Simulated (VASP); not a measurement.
## HfO2: single point with r2SCAN

HfO2:

```
Hf O
1.0
     3.48740    0.00000    0.00000
     0.00000    3.48740    0.00000
     0.00000    0.00000    5.20267
Hf O
2 4
Direct
  0.50000 0.50000 0.50000
  0.00000 0.00000 0.00000
  0.00000 0.50000 0.69616
  0.50000 0.00000 0.80384
  0.50000 0.00000 0.30384
  0.00000 0.50000 0.19616
```

This cell differs from its parent crystal: strain -0.025 along x and y, +0.000 along z.

```json
{"Program": "VASP 6.6.1", "Task": "single point", "Functional": "r2SCAN", "Potentials or basis": "VASP PAW PBE potentials, release 64 (Hf_pv, O)", "Cutoff": "520 eV", "k mesh": "6 × 6 × 6", "Occupations": "gaussian, width 0.05 eV", "Spin": "no spin polarisation", "Dipole correction": "no", "Further INCAR settings": "ALGO = Normal; EDIFF = 1e-06; NBANDS = 31"}
```

```json
{
  "Pressure": "11.5 GPa",
  "Largest force": "0.150 eV/Å",
  "Band gap on the k mesh": "5.41 eV (least direct gap 5.48 eV)"
}
```

Forces on the atoms (eV/Å):
```
Hf   0.000  0.000  0.000
Hf   0.000  0.000  0.000
O    0.000  0.000  0.150
O    0.000  0.000 -0.150
O    0.000  0.000 -0.150
O    0.000  0.000  0.150
```

Stress tensor (GPa, compression positive):
```
15.31  0.00  0.00
 0.00 15.31  0.00
 0.00  0.00  3.74
```

Levels at points of the mesh, in eV from the valence-band top:
| k point | band 18 | band 19 | band 20 | band 21 | band 22 | band 23 | band 24 | band 25 | band 26 | band 27 |
| --- | --- | --- | --- | --- | --- | --- | --- | --- | --- | --- |
| (0.00, 0.00, 0.00) | -1.39 | -1.03 | -0.40 | -0.07 | -0.07 | 5.41 | 5.53 | 6.78 | 6.93 | 7.38 |
| (0.50, 0.00, 0.00) | -2.28 | -1.57 | -1.57 | -0.35 | -0.35 | 5.89 | 5.89 | 6.88 | 6.88 | 8.20 |
| (0.50, 0.50, 0.00) | -1.11 | -1.04 | -1.04 | -0.58 | -0.58 | 6.58 | 6.58 | 6.82 | 6.82 | 8.26 |
| (0.00, 0.00, 0.50) | -3.02 | -0.68 | -0.68 | 0.00 | 0.00 | 6.16 | 6.16 | 6.41 | 6.41 | 9.70 |
| (0.50, 0.00, 0.50) | -2.05 | -1.53 | -1.53 | -1.03 | -1.03 | 5.95 | 5.95 | 6.30 | 6.30 | 8.39 |
| (0.50, 0.50, 0.50) | -2.11 | -1.44 | -1.44 | -0.03 | -0.03 | 6.81 | 6.81 | 6.95 | 6.95 | 8.33 |

Run time: 3 min on 1 thread of AMD EPYC 9R45 (Zen 5), with other jobs on the host, peak memory 0.19 GiB.

Caveat: the cell differs from its parent crystal (strain -0.025 along x and y, +0.000 along z); the stress differs along the axes, from 4 to 15 GPa; the PAW data sets were made with another functional, which shifts forces and pressure a little; spin-orbit coupling is left out, which moves the levels of the heavy elements. A k mesh can miss the band edges.
